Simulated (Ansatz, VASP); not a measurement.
## Ti in VASP and in Ansatz

Contents of INCAR:

```
SYSTEM = Ti
PREC = Accurate
ENCUT = 520
EDIFF = 1E-7
ISMEAR = 0
SIGMA = 0.15
LREAL = .False.
LASPH = .True.
NELM = 60
ALGO = Fast
ISIF = 2
LWAVE = .False.
LCHARG = .True.
GGA = PE
LELF = .True.
LVHAR = .True.
NBANDS = 19
```

File KPOINTS:

```
Automatic mesh
0
Gamma
  18 18 10
  0 0 0
```

The input POSCAR:

```
Ti
1.0
    2.9499978604      0.0000000000     -0.0147499893
   -1.4749989302      2.5547730882      0.0073749947
   -0.0234300000      0.0000000000      4.6860000000
Ti
2
Direct
    0.3333333333      0.6666666667      0.2500000000
    0.6666666667      0.3333333333      0.7500000000
```

Input for Ansatz:

```yaml
crystal:
  lattice:
    - [2.9499978604, 0.0, -0.0147499893]
    - [-1.4749989302, 2.5547730882, 0.0073749947]
    - [-0.02343, 0.0, 4.686]
  atoms:
    - { symbol: Ti, position: [0.3333333333, 0.6666666667, 0.25] }
    - { symbol: Ti, position: [0.6666666667, 0.3333333333, 0.75] }
basis:
  ecutwfc: 420
kpoints:
  mp_grid: { grid: [18, 18, 10] }
hamiltonian:
  xc: pbe
scf:
  occupations: { method: gaussian, width: 0.15 }
output:
  forces: true
  stress: true
  eigenvalues: true
```

Change from the starting cell: strain -0.0100 x Voigt [0, 0, 0, 0, 1, 0], atoms carried along.

Alike in both runs: task single point; functional PBE; k mesh 18 × 18 × 10; occupations gaussian, width 0.15 eV; no spin polarisation.

|  | VASP | Ansatz |
| --- | --- | --- |
| version | VASP 6.6.1 | Ansatz 0.2.0 |
| potentials or method | VASP PAW PBE potentials, release 64 (Ti_sv), cutoff 520 eV | scalar-relativistic, plane waves, PAW |
| valence electrons in the cell | 24 | 24 |

Ansatz gave:

```
gap on the k mesh at the Fermi level (eV)                     : none
pressure (GPa)                                                : -1.6
traceless stress, the component that is largest in VASP (GPa) : 0.42
```

Problem. Estimate VASP's values.

Solution. gap on the k mesh at the Fermi level (eV): none; pressure (GPa): -2.1; traceless stress, the component that is largest in VASP (GPa): 0.41.

A gap of «none» marks a metal or a gap that the smearing closes. With one functional, cell and mesh, what is left measures potentials, basis and numerics.
